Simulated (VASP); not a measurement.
Pb, 2 atoms in the cell. Symmetry: Fddd, No. 70, orthorhombic system. Conventional cell: a = 6.809 Å, b = 6.878 Å, c = 6.947 Å, α = 90.00°, β = 90.00°, γ = 90.00°. Pb (site symmetry 222) has 4 Pb at 2.98 Å within 3.9 Å.  This cell differs from its parent crystal: strain +0.0100 x Voigt [1, -1, 0, 0, 0, 0].

```yaml
Program: VASP 6.6.1
Task: single point
Functional: LDA
Potentials_or_basis: VASP PAW LDA potentials, release 64 (Pb_d)
Cutoff: 520 eV
k_mesh: 12 × 12 × 12
Occupations: gaussian, width 0.15 eV
Spin: no spin polarisation
Dipole_correction: no
Further_INCAR_settings: ALGO = Fast; EDIFF = 1e-06; NBANDS = 21
```

Potentials or basis: VASP PAW LDA potentials, release 64 (Pb_d).

The run is started by

```sh
$ cat potpaw_LDA.64/Pb_d/POTCAR > POTCAR
$ mpirun -np 1 vasp_std > vasp.out
```

Hardware: 1 thread of Intel(R) Xeon(R) Platinum 8488C (Sapphire Rapids), on a shared host.

Problem. How long does it take, and how much memory?

Solution. Wall time 3.9 min on 1 thread of Intel(R) Xeon(R) Platinum 8488C (Sapphire Rapids) (shared host), peak memory 0.45 GiB. Counts: scf iterations 14, k points 280.
